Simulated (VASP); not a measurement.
A run of VASP 6.6.1:

INCAR

```
SYSTEM = Zn4S3N
  PREC = Accurate
  ENCUT = 520
  EDIFF = 1E-6
  ISMEAR = -1
  SIGMA = 0.05
  LREAL = Auto
  LASPH = .True.
  NELM = 80
  ALGO = Normal
  ISIF = 2
  LWAVE = .False.
  LCHARG = .False.
  GGA = PS
  IVDW = 13
  NBANDS = 85
```

Contents of KPOINTS:

```
Automatic mesh
0
Gamma
  2 2 2
  0.5 0.5 0.5
```

POSCAR

```
Zn4S3N
1.0
    0.0000000000      5.3562680000      5.3562680000
    5.3562680000      0.0000000000      5.3562680000
    5.3562680000      5.3562680000      0.0000000000
Zn S N
8 6 2
Direct
    0.0056430000      0.9871490000      0.0003870000
    0.4928930000      0.5062490000      0.4899590000
    0.9930010000      0.0020120000      0.5044050000
    0.5060330000      0.4964820000      0.9969080000
    0.0078890000      0.4995270000      0.9913310000
    0.4974180000      0.0080420000      0.4928920000
    0.5097670000      0.9935790000      0.9924810000
    0.0067920000      0.4967900000      0.4909260000
    0.1206800000      0.1384700000      0.1229840000
    0.6440290000      0.6119520000      0.1300020000
    0.1185450000      0.6268330000      0.1313010000
    0.6337110000      0.1170820000      0.6172870000
    0.6282360000      0.1237890000      0.1271680000
    0.1359920000      0.6161600000      0.6275790000
    0.6170720000      0.6299040000      0.6326360000
    0.1331070000      0.1176870000      0.6277740000
```

Potentials or basis: VASP PAW PBE potentials, release 64 (Zn, S, N).

Run with:

```bash
$ cat potpaw_PBE.64/Zn/POTCAR potpaw_PBE.64/S/POTCAR potpaw_PBE.64/N/POTCAR > POTCAR
$ mpirun -np 1 vasp_std > vasp.out
```

Hardware: 1 thread of Intel(R) Xeon(R) Platinum 8259CL CPU @ 2.50GHz (Skylake/Cascade Lake), on a shared host.

Q: How long does it take, and how much memory?

A: It took 14 min on 1 thread of Intel(R) Xeon(R) Platinum 8259CL CPU @ 2.50GHz (Skylake/Cascade Lake), on a shared host, peak memory 0.57 GiB. Counts: scf iterations 19, k points 16.
